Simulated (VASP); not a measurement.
Input of a VASP 6.6.1 run:

The input INCAR:

```
ALGO     = Normal         # electronic algorithm
EDIFF    = 1E-6           # SCF threshold, eV
EDIFFG   = -0.01          # ionic threshold
ENCUT    = 600            # plane-wave cutoff, eV
GGA      = PS             # functional
IBRION   = 2              # ionic algorithm
ISIF     = 3              # what is computed and relaxed
ISMEAR   = 0              # smearing method
LASPH    = True           # aspherical terms in the spheres
LCHARG   = False          # write CHGCAR
LREAL    = False          # projectors in reciprocal space
LWAVE    = False          # write WAVECAR
NELM     = 80             # most SCF steps
NSW      = 65             # ionic steps
PREC     = Accurate       # precision mode
SIGMA    = 0.02           # smearing width, eV
```

File KPOINTS:

```
k-points
0
Gamma
  9 9 3
```

The input POSCAR:

```
LiCl
1.0
    3.8814384449      0.0000000000      0.0000000000
   -1.9407192225      3.3614242965      0.0000000000
    0.0000000000      0.0000000000      9.2676445589
Li Cl
3 3
Direct
    0.0000000000      0.0000000000      0.0000000000
    0.3333333333      0.6666666667      0.3333333333
    0.6666666667      0.3333333333      0.6666666667
    0.0000000000      0.0000000000      0.2500000000
    0.3333333333      0.6666666667      0.5833333333
    0.6666666667      0.3333333333      0.9166666667
```

Potentials or basis: VASP PAW PBE potentials, release 64 (Li_sv, Cl).

The run is started by

```bash
$ cat potpaw_PBE.64/Li_sv/POTCAR potpaw_PBE.64/Cl/POTCAR > POTCAR
$ mpirun -np 1 vasp_std > vasp.out
```

Q: Estimate the band gap on the k mesh.

A: 5.89 eV.

Q: What does it give for the relaxed cell?

A: a = 3.846 Å, b = 3.846 Å, c = 9.403 Å, α = 90.00°, β = 90.00°, γ = 120.00°.

Forces on the atoms (eV/Å):
```
Li   0.000  0.000  0.003
Li   0.000  0.000  0.003
Li   0.000  0.000  0.003
Cl   0.000  0.000 -0.003
Cl   0.000  0.000 -0.003
Cl   0.000  0.000 -0.003
```

Caveat: the PAW data sets were made with another functional, which shifts forces and pressure a little. A k mesh can miss the band edges.
